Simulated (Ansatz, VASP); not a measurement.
# One calculation of C, two programs

Contents of INCAR:

```
ALGO = Normal
EDIFF = 1E-6
ENCUT = 520
GGA = PE
ISIF = 2
ISMEAR = -1
LASPH = True
LCHARG = False
LREAL = False
LWAVE = False
NBANDS = 11
NELM = 100
PREC = Accurate
SIGMA = 0.08
```

KPOINTS

```
k-points
0
Gamma
  20 20 20
```

Contents of POSCAR:

```
C
1.0
    0.0000000000      1.7469938663      1.7469938663
    1.7469938663      0.0000000000      1.7469938663
    1.7469938663      1.7469938663      0.0000000000
C
2
Direct
    0.5000000000      0.5000000000      0.5000000000
    0.7500000000      0.7500000000      0.7500000000
```

Input for Ansatz:

```yaml
crystal:
  lattice:
    - [0.0, 1.7469938663, 1.7469938663]
    - [1.7469938663, 0.0, 1.7469938663]
    - [1.7469938663, 1.7469938663, 0.0]
  atoms:
    - { symbol: C, position: [0.5, 0.5, 0.5] }
    - { symbol: C, position: [0.75, 0.75, 0.75] }
kpoints:
  mp_grid: { grid: [20, 20, 20] }
  band_path:
    path:
      - [0.0, 0.0, 0.0]
      - [0.5, 0.0, 0.5]
      - [0.625, 0.25, 0.625]
      - [0.375, 0.375, 0.75]
      - [0.0, 0.0, 0.0]
      - [0.5, 0.5, 0.5]
      - [0.5, 0.25, 0.75]
      - [0.5, 0.0, 0.5]
    npoints: 5
scf:
  occupations: { method: fermi_dirac, width: 0.08 }
hamiltonian:
  xc: pbe
  pseudopotentials: { kind: all_electron, lapw: { basis_error: 0.0005 } }
output:
  forces: true
  stress: true
  eigenvalues: true
```

Change from the starting cell: volume scaled by 0.94.

Alike in both runs: task single point; functional PBE; k mesh 20 × 20 × 20; occupations fermi-dirac, width 0.08 eV; no spin polarisation.

|  | VASP | Ansatz |
| --- | --- | --- |
| version | VASP 6.6.1 | Ansatz 0.2.0 |
| potentials or method | VASP PAW PBE potentials, release 64 (C), cutoff 520 eV | all-electron LAPW, scalar-relativistic |

```tsv
	VASP	Ansatz	Ansatz less VASP
gap on the k mesh at the Fermi level (eV)	4.27	4.28	+0.010
pressure (GPa)	33.1	32.2	-0.92
```

Both programs put the cell under a high pressure, so it lies far from rest at this level. Ansatz ran all-electron here, and VASP with PAW potentials.
